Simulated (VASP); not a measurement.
Crystal: ScIr.

```
Sc Ir
1.0
     3.22856    0.00000    0.00000
     0.00000    3.22856    0.00000
     0.00000    0.00000    3.22856
Sc Ir
1 1
Direct
  0.50000 0.50000 0.50000
  0.00000 0.00000 0.00000
```

| Quantity | Value |
| --- | --- |
| Program | VASP 6.6.1 |
| Task | relaxation of cell and atoms |
| Functional | LDA |
| Potentials or basis | VASP PAW LDA potentials, release 64 (Sc_sv, Ir_sv_GW) |
| Cutoff | 500 eV |
| k mesh | 14 × 14 × 14 |
| Occupations | gaussian, width 0.1 eV |
| Spin | no spin polarisation |

At the start: pressure -11.2 GPa; volume 16.83 Å³/atom.

**Question.** Where does the relaxation end?

**Answer.** Over 4 steps the energy falls by 38.5 meV/atom and the volume is 15.79 Å³/atom (-6.2 %); space group Pm-3m (No. 221, to 0.1 Å) before and after.

The path:
```csv
step,energy change (eV),largest force (eV/Å),pressure (GPa),volume (Å³)
1,0.0000,0.0000,-11.23,33.65
2,0.1920,0.0000,28.40,28.23
3,-0.0770,0.0000,-0.43,31.64
4,-0.0771,0.0000,0.01,31.58
```

Final structure:
```xyz
2
Lattice="3.1609 0.0000 0.0000 0.0000 3.1609 0.0000 0.0000 0.0000 3.1609" Properties=species:S:1:pos:R:3 pbc="T T T"
Sc    1.5805    1.5805    1.5805
Ir    0.0000    0.0000    0.0000
```
